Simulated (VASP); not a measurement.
Crystal: MgS.

```
CELL_PARAMETERS angstrom
0.00000 2.83088 2.93534
2.83088 0.00000 2.93534
2.83088 2.83088 0.00000
ATOMIC_POSITIONS crystal
Mg 0.00000 0.00000 0.00000
S 0.25000 0.25000 0.25000
```

This cell differs from its parent crystal: uniaxial z strain +3.7%.

Base run:

- Program: VASP 6.6.1
- Functional: HSE06
- Potentials or basis: VASP PAW PBE potentials, release 64 (Mg, S)
- Cutoff: 520 eV
- k mesh: 6 × 6 × 6
- Occupations: gaussian, width 0.01 eV
- Spin: no spin polarisation

Its results: band gap on the k mesh 4.28 eV, direct; pressure -2.2 GPa.

Task: The run is repeated on the same cell with these changes: functional from HSE06 to r2SCAN; k mesh from 6 × 6 × 6 to 8 × 8 × 8. What comes out?

Result: Band gap on the k mesh 3.90 eV, direct; pressure -2.3 GPa.

Several settings changed at once, so the effect can't be laid on one alone.

Caveats: the PAW data sets were made with another functional, which shifts forces and pressure a little.

A k mesh can miss the band edges.
